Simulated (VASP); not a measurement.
# SrTiO3 (Pm-3m) in VASP: notebook, part 2 of 2

VASP 6.6.1.

## (3) Relaxation of cell and atoms, r2SCAN, target pressure 2 GPa, at which the enthalpy is minimised

The input, POSCAR:

```
SrTiO3
1.0
    3.9068462683      0.0000000000      0.0000000000
    0.0000000000      3.9068462683      0.0000000000
    0.0000000000      0.0000000000      3.9068462683
Sr Ti O
1 1 3
Direct
    0.5000000000      0.5000000000      0.5000000000
    0.0000000000      0.0000000000      0.0000000000
    0.5000000000      0.0000000000      0.0000000000
    0.0000000000      0.5000000000      0.0000000000
    0.0000000000      0.0000000000      0.5000000000
```

The input, INCAR.step1:

```
SYSTEM = SrTiO3
  ALGO = Normal
  EDIFF = 1E-5
  EDIFFG = -0.005
  ENCUT = 660
  GGA = PE
  GGA_COMPAT = .FALSE.
  IBRION = 2
  ISIF = 3
  ISMEAR = 0
  LASPH = .TRUE.
  LCHARG = .FALSE.
  LREAL = .FALSE.
  LWAVE = .TRUE.
  NELM = 120
  NELMIN = 4
  NSW = 100
  PREC = Accurate
  SIGMA = 0.01
```

The input, INCAR.step2:

```
SYSTEM = SrTiO3
  ALGO = Normal
  EDIFF = 1E-7
  EDIFFG = -0.002
  ENCUT = 660
  GGA_COMPAT = .FALSE.
  IBRION = 2
  ISIF = 3
  ISMEAR = 0
  ISTART = 1
  LASPH = .TRUE.
  LCHARG = .FALSE.
  LMIXTAU = .TRUE.
  LREAL = .FALSE.
  LWAVE = .FALSE.
  METAGGA = R2SCAN
  NELM = 120
  NELMIN = 4
  NSW = 100
  PREC = Accurate
  PSTRESS = 20.0
  SIGMA = 0.01
```

The input, KPOINTS:

```
k-points
0
G
  6 6 6
  0 0 0
```

Potentials or basis: VASP PAW PBE potentials, release 64 (Sr_sv, Ti_sv, O).

The run is started by

```console
cat potpaw_PBE.64/Sr_sv/POTCAR potpaw_PBE.64/Ti_sv/POTCAR potpaw_PBE.64/O/POTCAR > POTCAR
cp INCAR.step1 INCAR
mpirun -np 1 vasp_std > vasp.out
cp INCAR.step2 INCAR
mpirun -np 1 vasp_std > vasp.out
```

OUTCAR:

```text
SYSTEM = SrTiO3
   EDIFF = 1E-7
   EDIFFG = -0.002
   ENCUT = 660
   IBRION = 2
   ISIF = 3
   ISMEAR = 0
   ISTART = 1
   LASPH = .TRUE.
   LREAL = .FALSE.
   METAGGA = R2SCAN
   NELM = 120
   NELMIN = 4
   NSW = 100
   PREC = Accurate
   PSTRESS = 20.0

 ion  position               nearest neighbor table
   1  0.500  0.500  0.500-   3 2.76   4 2.76   5 2.76   3 2.76   4 2.76   3 2.76   5 2.76   3 2.76
                             4 2.76   5 2.76   4 2.76   5 2.76   2 3.38   2 3.38   2 3.38   2 3.38
   2  0.000  0.000  0.000-   3 1.95   4 1.95   5 1.95   5 1.95   4 1.95   3 1.95   1 3.38   1 3.38
                             1 3.38   1 3.38   1 3.38   1 3.38   1 3.38   1 3.38
   3  0.500  0.000  0.000-   2 1.95   2 1.95   1 2.76   1 2.76   1 2.76   1 2.76
   4  0.000  0.500  0.000-   2 1.95   2 1.95   1 2.76   1 2.76   1 2.76   1 2.76
   5  0.000  0.000  0.500-   2 1.95   2 1.95   1 2.76   1 2.76   1 2.76   1 2.76

  LATTYP: Found a simple cubic cell.
[... 192 lines left out ...]
  -------------------------------------------------------------------------------------
  Total        0.2731686      0.2731686      0.2731686     -0.0000000      0.0000000     -0.0000000
  in kB        7.3394309      7.3394309      7.3394309     -0.0000000      0.0000000     -0.0000000
  external PRESSURE =     -12.6605691 kB  Pullay stress =      20.0000000 kB
[... 69 lines left out ...]
--------------------------------------- Ionic step        3  -------------------------------------------

 number of electron      40.0000011 magnetization

 Free energy of the ion-electron system (eV)
  ---------------------------------------------------
  ext. energy  EPLUGINS =         0.00000000
  ---------------------------------------------------
  free energy    TOTEN  =       -63.34099046 eV

  energy without entropy =      -63.34099046  energy(sigma->0) =      -63.34099046

 E-fermi :   3.9554     XC(G=0): -11.9615

 val. band max:        3.8872952974   @ k =   0.5000   0.5000   0.5000
 cond. band min:       6.1762920632   @ k =   0.0000   0.0000   0.0000
 fundamental gap:      2.2889967658
 Fermi energy:         3.9554094878

 k-point     1 :       0.0000    0.0000    0.0000
  band No.  band energies     occupation
      1     -54.7614      2.00000
      2     -29.9641      2.00000
      3     -29.9624      2.00000
      4     -29.9624      2.00000
      5     -29.9624      2.00000
      6     -14.5476      2.00000
[... 565 lines left out ...]
  energy  without entropy=      -63.3409904622  energy(sigma->0) =      -63.34099046

  enthalpy is  TOTEN    =       -62.6014427349 eV   P V=        0.7395477274

 reached required accuracy - stopping structural energy minimisation
```

Wall time 14 min (1 thread of Intel Xeon 8259CL, shared host); peak memory 0.25 GiB.

What came out:

```
Free energy                                                : -63.3410 eV
Relaxed volume                                             : 11.85 Å³/atom
Relaxed cell                                               : a = 3.898 Å, b = 3.898 Å, c = 3.898 Å, α = 90.00°, β = 90.00°, γ = 90.00°
Space group after relaxing (to 0.1 Å)                      : Pm-3m (No. 221)
Energy change on relaxing (the run minimises the enthalpy) : +0.7 meV/atom
Ionic steps                                                : 3
Pressure after relaxing                                    : 2.0 GPa
Band gap on the k mesh                                     : 2.29 eV (least direct gap 2.67 eV)
```

Step by step:
```
step  energy change (eV)  largest force (eV/Å)  pressure (GPa)  volume (Å³)
   1              0.0000                0.0000            0.73        59.63
   2              0.0104                0.0000            3.45        58.82
   3              0.0033                0.0000            2.00        59.24
```

Final structure:
```
Sr Ti O
1.0
     3.89836    0.00000    0.00000
     0.00000    3.89836    0.00000
     0.00000    0.00000    3.89836
Sr Ti O
1 1 3
Direct
  0.50000 0.50000 0.50000
  0.00000 0.00000 0.00000
  0.50000 0.00000 0.00000
  0.00000 0.50000 0.00000
  0.00000 0.00000 0.50000
```

Caveat: the cell is relaxed towards a set pressure, so the run minimises the enthalpy, not the energy; the PAW data sets were made with another functional, which shifts forces and pressure a little.

## (4) Relaxation of cell and atoms, r2SCAN, target pressure 4 GPa, at which the enthalpy is minimised

POSCAR is that of step 3.

The input, INCAR.step1:

```
ALGO     = Normal         # electronic algorithm
EDIFF    = 1E-5           # SCF threshold, eV
EDIFFG   = -0.005         # ionic threshold
ENCUT    = 660            # plane-wave cutoff, eV
GGA      = PE             # functional
GGA_COMPAT= F            
IBRION   = 2              # ionic algorithm
ISIF     = 3              # what is computed and relaxed
ISMEAR   = 0              # smearing method
LASPH    = T              # aspherical terms in the spheres
LCHARG   = F              # write CHGCAR
LREAL    = F              # projectors in reciprocal space
LWAVE    = T              # write WAVECAR
NELM     = 120            # most SCF steps
NELMIN   = 4            
NSW      = 100            # ionic steps
PREC     = Accurate       # precision mode
SIGMA    = 0.01           # smearing width, eV
```

The input, INCAR.step2:

```
ALGO     = Normal         # electronic algorithm
EDIFF    = 1E-7           # SCF threshold, eV
EDIFFG   = -0.002         # ionic threshold
ENCUT    = 660            # plane-wave cutoff, eV
GGA_COMPAT= F            
IBRION   = 2              # ionic algorithm
ISIF     = 3              # what is computed and relaxed
ISMEAR   = 0              # smearing method
ISTART   = 1            
LASPH    = T              # aspherical terms in the spheres
LCHARG   = F              # write CHGCAR
LMIXTAU  = T            
LREAL    = F              # projectors in reciprocal space
LWAVE    = F              # write WAVECAR
METAGGA  = R2SCAN         # meta-GGA
NELM     = 120            # most SCF steps
NELMIN   = 4            
NSW      = 100            # ionic steps
PREC     = Accurate       # precision mode
PSTRESS  = 40.0         
SIGMA    = 0.01           # smearing width, eV
```

The input, KPOINTS:

```
k-points
0
Gamma
  6 6 6
```

The run is started by

```console
cat potpaw_PBE.64/Sr_sv/POTCAR potpaw_PBE.64/Ti_sv/POTCAR potpaw_PBE.64/O/POTCAR > POTCAR
cp INCAR.step1 INCAR
mpirun -np 1 vasp_std > vasp.out
cp INCAR.step2 INCAR
mpirun -np 1 vasp_std > vasp.out
```

Run time: 16 min. Hardware: 1 thread of Intel Xeon 8259CL, shared host; peak memory 0.25 GiB.

It converged, with:

| Property | Result |
| --- | --- |
| Free energy | -63.3302 eV |
| Relaxed volume | 11.73 Å³/atom |
| Relaxed cell | a = 3.886 Å, b = 3.886 Å, c = 3.886 Å, α = 90.00°, β = 90.00°, γ = 90.00° |
| Space group after relaxing (to 0.1 Å) | Pm-3m (No. 221) |
| Energy change on relaxing (the run minimises the enthalpy) | +2.8 meV/atom |
| Ionic steps | 3 |
| Pressure after relaxing | 4.0 GPa |
| Band gap on the k mesh | 2.31 eV (least direct gap 2.68 eV) |

Step by step:
```tsv
step	energy change (eV)	largest force (eV/Å)	pressure (GPa)	volume (Å³)
1	0.0000	0.0000	0.73	59.63
2	0.0556	0.0000	8.11	57.56
3	0.0141	0.0000	3.99	58.66
```

Final structure:
```xyz
5
Lattice="3.8856 0.0000 0.0000 0.0000 3.8856 0.0000 0.0000 0.0000 3.8856" Properties=species:S:1:pos:R:3 pbc="T T T"
Sr    1.9428    1.9428    1.9428
Ti    0.0000    0.0000    0.0000
O     1.9428    0.0000    0.0000
O     0.0000    1.9428    0.0000
O     0.0000    0.0000    1.9428
```

Levels at points of the mesh, in eV from the valence-band top:
```
           k point  band 17  band 18  band 19  band 20  band 21  band 22  band 23  band 24
(0.00, 0.00, 0.00)    -1.24    -0.37    -0.37    -0.37     2.31     2.31     2.31     4.71
(0.50, 0.00, 0.00)    -2.40    -2.05    -0.77    -0.77     2.48     4.26     4.26     4.73
(0.50, 0.50, 0.00)    -1.78    -1.62    -1.62    -0.09     4.27     4.27     4.76     5.79
(0.50, 0.50, 0.50)    -3.84     0.00     0.00     0.00     4.99     4.99     4.99     7.70
```

Caveat: the cell is relaxed towards a set pressure, so the run minimises the enthalpy, not the energy; the PAW data sets were made with another functional, which shifts forces and pressure a little.

## (5) Overview

| cell | gap on the mesh (eV) | pressure (GPa) |
| --- | --- | --- |
| relaxed to -2 GPa | 2.24 | -2.0 |
| relaxed to 2 GPa | 2.29 | 2.0 |
| relaxed to 4 GPa | 2.31 | 4.0 |

Alike in all rows: task relaxation of cell and atoms; level r2SCAN; potentials or basis VASP PAW PBE potentials, release 64 (Sr_sv, Ti_sv, O); no spin polarisation; k mesh 6 × 6 × 6; cutoff (eV) 660; smearing gaussian 0.01 eV.

Caveats: the cell is relaxed towards a set pressure, so the run minimises the enthalpy, not the energy; the PAW data sets were made with another functional, which shifts forces and pressure a little.

Total energies depend on the potentials used, so only differences within one code and one set of settings carry meaning.
